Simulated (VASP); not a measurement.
A run of VASP 6.6.1:

INCAR

```
  PREC = Accurate
  ENCUT = 520
  EDIFF = 1E-6
  ISMEAR = 0
  SIGMA = 0.1
  LREAL = F
  LASPH = T
  NELM = 80
  ALGO = Normal
  ISIF = 2
  LWAVE = F
  LCHARG = F
  LDIPOL = T
  IDIPOL = 3
  DIPOL = 0.5 0.5 0.500
  GGA = PE
  NBANDS = 36
```

Contents of KPOINTS:

```
regular mesh
0
Gamma
  16 16 1
```

Contents of POSCAR:

```
Au
1.0
    2.8835814537      0.0000000000      0.0000000000
    1.4417907268      2.4972547928      0.0000000000
    0.0000000000      0.0000000000     24.4177375910
Au
5
Direct
    0.0000000000      0.0000000000      0.2982090236
    0.3333333333      0.3333333333      0.3999288242
    0.6666666667      0.6666666667      0.5000001829
    0.0000000000      0.0000000000      0.6000714897
    0.3333333333      0.3333333333      0.7017904796
```

Potentials or basis: VASP PAW PBE potentials, release 64 (Au).

Command:

```console
$ cat potpaw_PBE.64/Au/POTCAR > POTCAR
$ mpirun -np 1 vasp_std > vasp.out
```

Hardware: 1 thread of Intel(R) Xeon(R) Platinum 8124M CPU @ 3.00GHz (Skylake/Cascade Lake), on a shared host.

Q: Estimate the wall time of this run.

A: Run time: 5.2 min on 1 thread of Intel(R) Xeon(R) Platinum 8124M CPU @ 3.00GHz (Skylake/Cascade Lake), on a shared host, peak memory 0.39 GiB. Counts: scf iterations 19, k points 30.
